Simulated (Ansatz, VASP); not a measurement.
One calculation of AlN, two programs

The input POSCAR:

```
AlN
1.0
    0.1432699775      2.1839935596      2.1839935596
    2.3272635371      0.0000000000      2.3272635371
    2.1839935596      2.1839935596      0.1432699775
Al N
1 1
Direct
    0.0000000000      0.0000000000      0.0000000000
    0.7500000000      0.7500000000      0.7500000000
```

Contents of INCAR.step1:

```
PREC = Accurate
ENCUT = 520
ISMEAR = 0
SIGMA = 0.05
LREAL = F
LASPH = T
NELM = 60
NBANDS = 11
GGA = PE
ALGO = Normal
EDIFF = 1E-4
LWAVE = T
LCHARG = F
```

INCAR.step2

```
PREC = Accurate
ENCUT = 520
EDIFF = 1E-6
ISMEAR = 0
SIGMA = 0.05
LREAL = F
LASPH = T
NELM = 60
ALGO = Normal
ISIF = 2
LWAVE = F
LCHARG = F
METAGGA = R2SCAN
LMIXTAU = T
NBANDS = 11
ISTART = 1
```

File KPOINTS:

```
Automatic mesh
0
Gamma
  10 10 10
```

Input for Ansatz:

```yaml
crystal:
  lattice:
    - [0.1432699775, 2.1839935596, 2.1839935596]
    - [2.3272635371, 0.0, 2.3272635371]
    - [2.1839935596, 2.1839935596, 0.1432699775]
  atoms:
    - { symbol: Al, position: [0.0, 0.0, 0.0] }
    - { symbol: "N", position: [0.75, 0.75, 0.75] }
basis:
  ecutwfc: 500
kpoints:
  mp_grid: { grid: [10, 10, 10] }
hamiltonian:
  xc: r2scan
scf:
  occupations: { method: gaussian, width: 0.05 }
output:
  forces: true
  stress: true
  eigenvalues: true
```

Change from the starting cell: strain +0.1312 x Voigt [0, 0, 0, 0, 1, 0], atoms carried along.

Alike in both runs: task single point; functional r2SCAN; k mesh 10 × 10 × 10; occupations gaussian, width 0.05 eV; no spin polarisation.

|  | VASP | Ansatz |
| --- | --- | --- |
| version | VASP 6.6.1 | Ansatz 0.2.0 |
| potentials or method | VASP PAW PBE potentials, release 64 (Al, N), cutoff 520 eV | scalar-relativistic, plane waves, PAW |
| valence electrons in the cell | 8 | 8 |

```csv
,VASP,Ansatz,Ansatz less VASP
gap on the k mesh at the Fermi level (eV),3.17,3.19,+0.016
least direct gap on the mesh (eV),4.13,4.10,-0.029
pressure (GPa),4.5,4.8,+0.29
"traceless stress, the component that is largest in VASP (GPa)",-31.92,-31.53,+0.385
rms of the force components (eV/Å),0.706,0.692,-0.0146
```

VASP's potentials were made for PBE, not for r2SCAN. Atom by atom the forces differ by 0.015 eV/Å (rms over components).
